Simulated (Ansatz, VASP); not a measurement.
KF in VASP and in Ansatz

Contents of INCAR:

```
SYSTEM = KF
ALGO = Normal
EDIFF = 1E-7
ENCUT = 520
GGA = PE
ISIF = 2
ISMEAR = 0
LASPH = .True.
LCHARG = .False.
LREAL = .False.
LWAVE = .False.
NBANDS = 15
NELM = 100
PREC = Accurate
SIGMA = 0.05
```

The input KPOINTS:

```
k-points
0
Gamma
  8 8 8
  0 0 0
```

File POSCAR:

```
KF
1.0
   -0.0839380142      2.5949347779      2.5949347779
    2.5949347779     -0.0839380142      2.5949347779
    2.5949347779      2.5949347779     -0.0839380142
K F
1 1
Direct
    0.0000000000      0.0000000000      0.0000000000
    0.5000000000      0.5000000000      0.5000000000
```

Input for Ansatz:

```yaml
crystal:
  lattice:
    - [-0.0839380142, 2.5949347779, 2.5949347779]
    - [2.5949347779, -0.0839380142, 2.5949347779]
    - [2.5949347779, 2.5949347779, -0.0839380142]
  atoms:
    - { symbol: K, position: [0.0, 0.0, 0.0] }
    - { symbol: F, position: [0.5, 0.5, 0.5] }
basis:
  ecutwfc: 520.0
kpoints:
  mp_grid: { grid: [8, 8, 8] }
hamiltonian:
  xc: pbe
scf:
  occupations: { method: gaussian, width: 0.05 }
output:
  forces: true
  stress: true
  eigenvalues: true
```

Alike in both runs: task single point; functional PBE; k mesh 8 × 8 × 8; occupations gaussian, width 0.05 eV; no spin polarisation.

```csv
,VASP,Ansatz
version,VASP 6.6.1,Ansatz 0.2.0
potentials or method,"VASP PAW PBE potentials, release 64 (K_sv, F), cutoff 520 eV","scalar-relativistic, plane waves, PAW"
valence electrons in the cell,16,16
```

Ansatz gave:

- gap on the k mesh at the Fermi level (eV): 6.36
- least direct gap on the mesh (eV): 6.36
- pressure (GPa): 2.9
- traceless stress, the component that is largest in VASP (GPa): 0.36

Task: Which values does VASP return?

Result: gap on the k mesh at the Fermi level (eV): 6.34; least direct gap on the mesh (eV): 6.34; pressure (GPa): 3.0; traceless stress, the component that is largest in VASP (GPa): 0.35.

With one functional, cell and mesh, what is left measures potentials, basis and numerics.
